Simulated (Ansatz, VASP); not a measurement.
## PbS: VASP beside Ansatz

```
Pb S
1.0
     4.08970    0.00000    0.00000
    -2.04485    3.54178    0.00000
     0.00000    0.00000    3.78817
Pb S
1 1
Direct
  0.00000 0.00000 0.00000
  0.66667 0.33333 0.50000
```

Alike in both runs: task relaxation of cell and atoms; functional PBE0; k mesh 4 × 4 × 4; occupations fermi-dirac, width 0.05 eV; no spin polarisation.

|  | VASP | Ansatz |
| --- | --- | --- |
| version | VASP 6.6.1 | Ansatz 0.2.0 |
| potentials or method | VASP PAW PBE potentials, release 64 (Pb_d, S) | Ansatz PAW |
| plane-wave cutoff (eV) | 600 | 420 |
| valence electrons in the cell | 20 | 20 |

VASP gave:

```
gap on the k mesh at the Fermi level, each at its own relaxed structure (eV)  : 1.12
relaxed volume (Å³/atom)                                                      : 26.74
relaxed length of the cell vector where the two differ most in proportion (Å) : 4.042
```

**Question.** Estimate Ansatz's values.

**Answer.** gap on the k mesh at the Fermi level, each at its own relaxed structure (eV): 1.09; relaxed volume (Å³/atom): 26.83; relaxed length of the cell vector where the two differ most in proportion (Å): 4.048.

The k mesh is coarse, so the values compare programs but aren't converged. Spin-orbit coupling is off throughout. Noted on Ansatz's run: the plane-wave basis is chosen anew once the cell has moved, so the energies of steps on either side of that aren't comparable.
